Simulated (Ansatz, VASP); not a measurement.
SiC: VASP beside Ansatz

Contents of POSCAR:

```
SiC
1.0
    0.0000000000      2.1740000000      2.3479200000
    2.1740000000      0.0000000000      2.3479200000
    2.1740000000      2.1740000000      0.0000000000
Si C
1 1
Direct
    0.0000000000      0.0000000000      0.0000000000
    0.7500000000      0.7500000000      0.7500000000
```

File INCAR.step1:

```
  PREC = Accurate
  ENCUT = 520
  ISMEAR = 0
  SIGMA = 0.05
  LREAL = False
  LASPH = True
  NELM = 100
  NBANDS = 11
  GGA = PE
  ALGO = Normal
  EDIFF = 1E-4
  LWAVE = True
  LCHARG = False
```

INCAR.step2

```
  PREC = Accurate
  ENCUT = 520
  EDIFF = 1E-6
  ISMEAR = 0
  SIGMA = 0.05
  LREAL = False
  LASPH = True
  NELM = 100
  ALGO = Normal
  ISIF = 2
  LWAVE = False
  LCHARG = False
  METAGGA = R2SCAN
  LMIXTAU = True
  NBANDS = 11
  ISTART = 1
```

The input KPOINTS:

```
regular mesh
0
Gamma
  12 12 12
```

Input for Ansatz:

```yaml
crystal:
  lattice:
    - [0.0, 2.174, 2.34792]
    - [2.174, 0.0, 2.34792]
    - [2.174, 2.174, 0.0]
  atoms:
    - { symbol: Si, position: [0.0, 0.0, 0.0] }
    - { symbol: C, position: [0.75, 0.75, 0.75] }
basis:
  ecutwfc: 500
kpoints:
  mp_grid: { grid: [12, 12, 12] }
hamiltonian:
  xc: r2scan
scf:
  occupations: { method: gaussian, width: 0.05 }
output:
  forces: true
  stress: true
  eigenvalues: true
```

Change from the starting cell: strain +0.000 along x and y, +0.080 along z, atoms carried along.

Alike in both runs: task single point; functional r2SCAN; k mesh 12 × 12 × 12; occupations gaussian, width 0.05 eV; no spin polarisation.

```csv
,VASP,Ansatz
version,VASP 6.6.1,Ansatz 0.2.0
potentials or method,"VASP PAW PBE potentials, release 64 (Si, C), cutoff 520 eV","scalar-relativistic, plane waves, PAW"
valence electrons in the cell,8,8
```

```csv
,VASP,Ansatz,Ansatz less VASP
gap on the k mesh at the Fermi level (eV),1.36,1.35,-0.009
least direct gap on the mesh (eV),4.90,4.89,-0.012
pressure (GPa),-14.5,-14.3,+0.12
"traceless stress, the component that is largest in VASP (GPa)",-16.12,-16.07,+0.049
```

VASP's potentials were made for PBE, not for r2SCAN.
